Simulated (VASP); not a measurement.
# B24HN24 (a cell with a defect) in VASP: single point with PBE

Aim: the single point of B24HN24 (a cell with a defect) with PBE.

All numbers are computed with VASP 6.6.1; they aren't measurements. Logs are shortened: lines on timing, memory, paths and dates and some standing lists are left out, and cuts for length are marked.

## 1. The cell of the first run

The cell holds a defect, 49 atoms: a = 8.343 Å, b = 8.702 Å, c = 8.702 Å, α = 120.00°, β = 90.00°, γ = 90.00°.

## 2. Single point, PBE (with an interstitial atom, then relaxed in part)

Contents of INCAR:

```
PREC = Accurate ; ENCUT = 520
EDIFF = 1E-6 ; ISMEAR = 0
SIGMA = 0.01 ; LREAL = Auto
LASPH = True ; NELM = 80
ALGO = Normal ; ISIF = 2
LWAVE = False ; LCHARG = False
GGA = PE ; NBANDS = 126
NELECT = 194.0
```

Contents of KPOINTS:

```
regular mesh
0
Gamma
  3 3 3
```

Contents of POSCAR:

```
B24HN24
1.0
    0.0000000000      0.0000000000      8.3431560662
    7.5365434625     -4.3512253968      0.0000000000
    0.0000000000      8.7024507937      0.0000000000
B N H
24 24 1
Direct
    0.2768551299      0.0000000000      0.1653736659
    0.2729937566      0.4996460471      0.1664501653
    0.2782380398      0.3325276685      0.3325276685
    0.2729937566      0.1664501653      0.4996460471
    0.2782380398      0.0000000000      0.6674723315
    0.2729937566      0.8335498347      0.3331958818
    0.2729937566      0.6668041182      0.5003539529
    0.2729937566      0.5003539529      0.6668041182
    0.2729937566      0.3331958818      0.8335498347
    0.2768551299      0.1653736659      0.0000000000
    0.2768551299      0.8346263341      0.8346263341
    0.2782380398      0.6674723315      0.0000000000
    0.7231448701      0.1653736659      0.1653736659
    0.7270062434      0.6668041182      0.1664501653
    0.7270062434      0.4996460471      0.3331958818
    0.7270062434      0.3331958818      0.4996460471
    0.7270062434      0.1664501653      0.6668041182
    0.7217619602      0.0000000000      0.3325276685
    0.7270062434      0.8335498347      0.5003539529
    0.7217619602      0.6674723315      0.6674723315
    0.7270062434      0.5003539529      0.8335498347
    0.7217619602      0.3325276685      0.0000000000
    0.7231448701      0.0000000000      0.8346263341
    0.7231448701      0.8346263341      1.0000000000
    0.7133813773      0.0000000000      0.1674219137
    0.7264052187      0.5001307537      0.1666593296
    0.7267289211      0.3329891329      0.3329891329
    0.7264052187      0.1666593296      0.5001307537
    0.7267289211      0.0000000000      0.6670108671
    0.7264052187      0.8333406704      0.3334714241
    0.7264052187      0.6665285759      0.4998692463
    0.7264052187      0.4998692463      0.6665285759
    0.7264052187      0.3334714241      0.8333406704
    0.7133813773      0.1674219137      0.0000000000
    0.7133813773      0.8325780863      0.8325780863
    0.7267289211      0.6670108671      0.0000000000
    0.2866186227      0.1674219137      0.1674219137
    0.2735947813      0.6665285759      0.1666593296
    0.2735947813      0.5001307537      0.3334714241
    0.2735947813      0.3334714241      0.5001307537
    0.2735947813      0.1666593296      0.6665285759
    0.2732710789      0.0000000000      0.3329891329
    0.2735947813      0.8333406704      0.4998692463
    0.2732710789      0.6670108671      0.6670108671
    0.2735947813      0.4998692463      0.8333406704
    0.2732710789      0.3329891329      0.0000000000
    0.2866186227      0.0000000000      0.8325780863
    0.2866186227      0.8325780863      1.0000000000
    0.0000000000      0.0000000000      0.0000000000
```

Potentials or basis: VASP PAW PBE potentials, release 64 (B, N, H).

Launch:

```
cat potpaw_PBE.64/B/POTCAR potpaw_PBE.64/N/POTCAR potpaw_PBE.64/H/POTCAR > POTCAR
mpirun -np 1 vasp_std > vasp.out
```

OUTCAR:

```text
PREC = Accurate
   ENCUT = 520
   EDIFF = 1E-6
   ISMEAR = 0
   LREAL = Auto
   LASPH = True
   NELM = 80
   ISIF = 2
   GGA = PE
   NELECT = 194.0

 ion  position               nearest neighbor table
   1  0.277  0.000  0.165-  37 1.45  48 1.45  42 1.46
   2  0.273  0.500  0.166-  46 1.45  38 1.45  39 1.45
   3  0.278  0.333  0.333-  37 1.44  39 1.45  40 1.45
   4  0.273  0.166  0.500-  42 1.45  41 1.45  40 1.45
   5  0.278  0.000  0.667-  47 1.44  41 1.45  43 1.45
   6  0.273  0.834  0.333-  42 1.45  43 1.45  38 1.45
[... 40 lines left out ...]
  47  0.287  0.000  0.833-   5 1.44  11 1.45  10 1.45
  48  0.287  0.833  0.000-  12 1.44  11 1.45   1 1.45
  49  0.000  0.000  0.000-

  LATTYP: Found a hexagonal cell.
 ALAT       =     8.7024507937
 C/A-ratio  =     0.9587133859

  Lattice vectors:

 A1 = (   7.5365434625,  -4.3512253968,   0.0000000000)
 A2 = (   0.0000000000,   8.7024507937,   0.0000000000)
 A3 = (   0.0000000000,   0.0000000000,   8.3431560662)

Analysis of symmetry for initial positions (statically):
=====================================================================
 Subroutine PRICEL returns:
 Original cell was already a primitive cell.

 Routine SETGRP: Setting up the symmetry group for a
 hexagonal supercell.

 Subroutine GETGRP returns: Found 12 space group operations
 (whereof 12 operations were pure point group operations)
 out of a pool of 24 trial point group operations.

The static configuration has the point symmetry D_3d.

Analysis of symmetry for dynamics (positions and initial velocities):
=====================================================================
 Subroutine PRICEL returns:
 Original cell was already a primitive cell.

 Routine SETGRP: Setting up the symmetry group for a
 hexagonal supercell.

 Subroutine GETGRP returns: Found 12 space group operations
 (whereof 12 operations were pure point group operations)
 out of a pool of 24 trial point group operations.

The dynamic configuration has the point symmetry D_3d.

 Subroutine INISYM returns: Found 12 space group operations
 (whereof 12 operations are pure point group operations),
 and found     1 'primitive' translations

----------------------------------------------------------------------------------------

                                     Primitive cell

  volume of cell :     547.1976

  direct lattice vectors                    reciprocal lattice vectors
     0.000000000  0.000000000  8.343156066     0.000000000  0.000000000  0.119858719
     7.536543463 -4.351225397  0.000000000     0.132686822  0.000000000  0.000000000
     0.000000000  8.702450794  0.000000000     0.066343411  0.114910158  0.000000000

  length of vectors
     8.343156066  8.702450794  8.702450794     0.119858719  0.132686822  0.132686822

  position of ions in fractional coordinates (direct lattice)
     0.276855130  0.000000000  0.165373666
     0.272993757  0.499646047  0.166450165
     0.278238040  0.332527668  0.332527668
     0.272993757  0.166450165  0.499646047
     0.278238040  0.000000000  0.667472332
     0.272993757  0.833549835  0.333195882
[... 41 lines left out ...]
     0.286618623  0.832578086  0.000000000
     0.000000000  0.000000000  0.000000000

  ion indices of the primitive-cell ions
   primitive index   ion index
                 1           1
                 2           2
                 3           3
                 4           4
                 5           5
                 6           6
[... 41 lines left out ...]
                48          48
                49          49

----------------------------------------------------------------------------------------

 KPOINTS: regular mesh

Automatic generation of k-mesh.
 Grid dimensions read from file:
 generate k-points for:    3    3    3

 Generating k-lattice:

  Cartesian coordinates                     Fractional coordinates (reciprocal lattice)
     0.000000000  0.000000000  0.039952906     0.333333333  0.000000000  0.000000000
     0.044228941  0.000000000  0.000000000     0.000000000  0.333333333  0.000000000
     0.022114470  0.038303386  0.000000000     0.000000000  0.000000000  0.333333333

  Length of vectors
     0.039952906  0.044228941  0.044228941

  Shift w.r.t. Gamma in fractional coordinates (k-lattice)
     0.000000000  0.000000000  0.000000000

 Subroutine IBZKPT returns following result:
 ===========================================

 Found      7 irreducible k-points:

 Following reciprocal coordinates:
            Coordinates               Weight
  0.000000  0.000000  0.000000      1.000000
  0.333333  0.000000  0.000000      2.000000
  0.000000  0.333333  0.000000      6.000000
  0.333333  0.333333  0.000000     12.000000
  0.000000  0.333333  0.333333      2.000000
  0.333333  0.333333  0.333333      2.000000
  0.333333 -0.333333 -0.333333      2.000000
   k-points           NKPTS =      7   k-points in BZ     NKDIM =      7   number of bands    NBANDS=    126
   number of dos      NEDOS =    301   number of ions     NIONS =     49
   total plane-waves  NPLWV = 313600
   dimension x,y,z NGX =    64 NGY =   70 NGZ =   70
   dimension x,y,z NGXF=   128 NGYF=  140 NGZF=  140
   ions per type =              24  24   1
   NGX,Y,Z   is equivalent  to a cutoff of  12.75, 13.37, 13.37 a.u.
   NGXF,Y,Z  is equivalent  to a cutoff of  25.51, 26.74, 26.74 a.u.
 SYSTEM =  unknown system
   PREC   = accura    normal or accurate (medium, high low for compatibility)
   ISTART =      0    job   : 0-new  1-cont  2-samecut
   ICHARG =      2    charge: 1-file 2-atom 10-const
   ISPIN  =      1    spin polarized calculation?
   LNONCOLLINEAR =      F non collinear calculations
   LSORBIT =      F    spin-orbit coupling
   LASPH  =      T    aspherical Exc in radial PAW
   ENCUT  =  520.0 eV  38.22 Ry    6.18 a.u.  15.51 16.18 16.18*2*pi/ulx,y,z
   NELM   =     80;   NELMIN=  2; NELMDL= -5     # of ELM steps
   EDIFF  = 0.1E-05   stopping-criterion for ELM
   LREAL  =      T    real-space projection
   EDIFFG = 0.1E-04   stopping-criterion for IOM
   NSW    =      0    number of steps for IOM
   IBRION =     -1    ionic relax: 0-MD 1-quasi-New 2-CG
   NFREE  =      0    steps in history (QN), initial steepest desc. (CG)
   ISIF   =      2    stress and relaxation
   ISYM   =      2    0-nonsym 1-usesym 2-fastsym
   POTIM  = 0.5000    time-step for ionic-motion
   TEBEG  =    0.0;   TEEND  =   0.0 temperature during run
   PSTRESS=    0.0 pullay stress
   NELECT =     194.0000    total number of electrons
   NUPDOWN=      -1.0000    fix difference up-down
   EMIN   =  10.00;   EMAX   =-10.00  energy-range for DOS
   EFERMI =   0.00;   METHOD = LEGACY
   ISMEAR =     0;   SIGMA  =   0.01  broadening in eV -4-tet -1-fermi 0-gaus
   EFERMI_NEDOS =   21; number of points for ismear=-14 and -15
   IALGO  =     38    algorithm
   IMIX   =      4    mixing-type and parameters
     AMIX     =   0.40;   BMIX     =  1.00
     AMIX_MAG =   1.60;   BMIX_MAG =  1.00
  volume/ion in A,a.u.               =      11.17        75.36
  Fermi-wavevector in a.u.,A,eV,Ry     =   1.158672  2.189573 18.266119  1.342522
  Thomas-Fermi vector in A             =   2.295272
   LORBIT       =      0    0 simple, 1 ext, 2 COOP (PROOUT), +10 PAW based schemes
   GGA     = PE    functional components
   LHFCALC =     F    Hartree Fock is set to
   AEXX    =    0.0000 exact exchange contribution
   IVDW    =     0    specifies the selected vdW correction
   LEPSILON=     F    determine dielectric tensor
   LRPA    =     F    only Hartree local field effects (RPA)
 non-spin polarized calculation
 Gauss-broadening in eV      SIGMA  =   0.01
  energy-cutoff  :      520.00
  volume of cell :      547.20
 maximum number of plane-waves:     14773
 NGX is ok and might be reduce to    64
   NGX = 31   NGY = 33   NGZ = 33

 number of electron     193.9999983 magnetization

 Free energy of the ion-electron system (eV)
  ---------------------------------------------------
  ext. energy  EPLUGINS =         0.00000000
  ---------------------------------------------------
  free energy    TOTEN  =      -420.14772493 eV

  energy without entropy =     -420.14772493  energy(sigma->0) =     -420.14772493

 E-fermi :   3.6224     XC(G=0):  -8.7170

 val. band max:        3.5720868950   @ k =   0.3333  -0.3333  -0.3333
 cond. band min:       5.0078996274   @ k =   0.0000   0.0000   0.0000
 fundamental gap:      1.4358127324
 Fermi energy:         3.6223976847

 k-point     1 :       0.0000    0.0000    0.0000
  band No.  band energies     occupation
      1     -17.1372      2.00000
      2     -17.0727      2.00000
      3     -15.7032      2.00000
      4     -15.6649      2.00000
      5     -15.6649      2.00000
      6     -15.6563      2.00000
[... 101 lines left out ...]
    108       5.5930      0.00000
    109       7.3213      0.00000

 k-point     2 :       0.3333    0.0000    0.0000
  band No.  band energies     occupation
      1     -17.1319      2.00000
      2     -17.0781      2.00000
      3     -15.6990      2.00000
      4     -15.6608      2.00000
      5     -15.6608      2.00000
      6     -15.6607      2.00000
[... 101 lines left out ...]
    108       5.9084      0.00000
    109       7.1546      0.00000

 k-point     3 :       0.0000    0.3333    0.0000
  band No.  band energies     occupation
      1     -16.9619      2.00000
      2     -16.8992      2.00000
      3     -16.4403      2.00000
      4     -16.3820      2.00000
      5     -15.9473      2.00000
      6     -15.9286      2.00000
[... 101 lines left out ...]
    108       6.2709      0.00000
    109       6.3093      0.00000

 k-point     4 :       0.3333    0.3333    0.0000
  band No.  band energies     occupation
      1     -16.9567      2.00000
      2     -16.9045      2.00000
      3     -16.4355      2.00000
      4     -16.3868      2.00000
      5     -15.9431      2.00000
      6     -15.9243      2.00000
[... 101 lines left out ...]
    108       6.1882      0.00000
    109       6.7455      0.00000

 k-point     5 :       0.0000    0.3333    0.3333
  band No.  band energies     occupation
      1     -16.6505      2.00000
      2     -16.6505      2.00000
      3     -16.5930      2.00000
      4     -16.5930      2.00000
      5     -16.5239      2.00000
      6     -16.4577      2.00000
[... 101 lines left out ...]
    108       6.0992      0.00000
    109       6.1007      0.00000

 k-point     6 :       0.3333    0.3333    0.3333
  band No.  band energies     occupation
      1     -16.6455      2.00000
      2     -16.6455      2.00000
      3     -16.5981      2.00000
      4     -16.5981      2.00000
      5     -16.5193      2.00000
      6     -16.4625      2.00000
[... 101 lines left out ...]
    108       6.1563      0.00000
    109       6.1563      0.00000

 k-point     7 :       0.3333   -0.3333   -0.3333
  band No.  band energies     occupation
      1     -16.6455      2.00000
      2     -16.6455      2.00000
      3     -16.5981      2.00000
      4     -16.5981      2.00000
      5     -16.5193      2.00000
      6     -16.4625      2.00000
[... 101 lines left out ...]
    108       6.1445      0.00000
    109       6.1445      0.00000
 [bands above 109 left out]

------------------------ aborting loop because EDIFF is reached ----------------------------------------

  FORCE on cell =-STRESS in cart. coord.  units (eV):
  Direction    XX          YY          ZZ          XY          YZ          ZX
  --------------------------------------------------------------------------------------
  -------------------------------------------------------------------------------------
  Total        4.0212262      4.0212262      8.4414166      0.0000000      0.0000000     -0.0000000
  in kB       11.7740245     11.7740245     24.7162037      0.0000000      0.0000000     -0.0000000
  external PRESSURE =      16.0880842 kB  Pullay stress =       0.0000000 kB

 VOLUME and BASIS-vectors are now :
 -----------------------------------------------------------------------------
  energy-cutoff  :      520.00
  volume of cell :      547.20
      direct lattice vectors                 reciprocal lattice vectors
     0.000000000  0.000000000  8.343156066     0.000000000  0.000000000  0.119858719
     7.536543463 -4.351225397  0.000000000     0.132686822  0.000000000  0.000000000
     0.000000000  8.702450794  0.000000000     0.066343411  0.114910158  0.000000000

 POSITION                                       TOTAL-FORCE (eV/Angst)
 -----------------------------------------------------------------------------------
      0.00000      1.43916      2.30985         0.000000     -0.000640     -0.003635
      3.76560     -0.72555      2.27763         0.000717     -0.001242     -0.007538
      2.50611      1.44690      2.32138         0.004155      0.002399     -0.007470
      1.25446      3.62388      2.27763        -0.000717      0.001242     -0.007538
      0.00000      5.80865      2.32138         0.000000     -0.004798     -0.007470
      6.28208     -0.72734      2.27763         0.000717      0.001242     -0.007538
[... 41 lines left out ...]
      6.27476     -3.62273      2.39130         0.001288     -0.000744      0.004765
      0.00000      0.00000      0.00000         0.000000      0.000000     -0.000000
 -----------------------------------------------------------------------------------
    total drift:                                0.000000      0.000000      0.000000

  FREE ENERGIE OF THE ION-ELECTRON SYSTEM (eV)
  ---------------------------------------------------
  free  energy   TOTEN  =      -420.1477249324 eV

  energy  without entropy=     -420.1477249324  energy(sigma->0) =     -420.14772493
```

Run time: 53 min. Hardware: 1 thread of Intel Xeon 8259CL, shared host; peak memory 0.78 GiB.

Results:

- Free energy: -420.1477 eV
- Largest force: 0.009 eV/Å

Forces in eV/Å, atoms in the order of the input:
```
B    0.000 -0.001 -0.004
B    0.001 -0.001 -0.008
B    0.004  0.002 -0.007
B   -0.001  0.001 -0.008
B    0.000 -0.005 -0.007
B    0.001  0.001 -0.008
B   -0.001  0.000 -0.008
B   -0.001 -0.001 -0.008
B    0.001  0.000 -0.008
B   -0.001  0.000 -0.004
B    0.001  0.000 -0.004
B   -0.004  0.002 -0.007
B   -0.001  0.000  0.004
B   -0.001  0.000  0.008
B    0.001  0.001  0.008
B    0.001  0.000  0.008
B   -0.001 -0.001  0.008
B    0.000  0.005  0.007
B    0.001 -0.001  0.008
B   -0.004 -0.002  0.007
B   -0.001  0.001  0.008
B    0.004 -0.002  0.007
B    0.000  0.001  0.004
B    0.001  0.000  0.004
N    0.000 -0.001 -0.005
N   -0.003  0.000 -0.003
N    0.002  0.001 -0.006
N   -0.001 -0.003 -0.003
N    0.000 -0.003 -0.006
N    0.001 -0.003 -0.003
N    0.002  0.003 -0.003
N    0.003  0.000 -0.003
N   -0.002  0.003 -0.003
N   -0.001  0.001 -0.005
N    0.001  0.001 -0.005
N   -0.002  0.001 -0.006
N   -0.001 -0.001  0.005
N    0.002 -0.003  0.003
N   -0.003  0.000  0.003
N   -0.002 -0.003  0.003
N   -0.001  0.003  0.003
N    0.000  0.003  0.006
N    0.001  0.003  0.003
N   -0.002 -0.001  0.006
N    0.003  0.000  0.003
N    0.002 -0.001  0.006
N    0.000  0.001  0.005
N    0.001 -0.001  0.005
H    0.000  0.000  0.000
```

Caveat: the cell carries a net charge on a neutralising background, which shifts energy and pressure; the cell differs from its parent crystal (with an interstitial atom, then relaxed in part); the cell is charged against a uniform background, so pressure and absolute levels hang on convention.
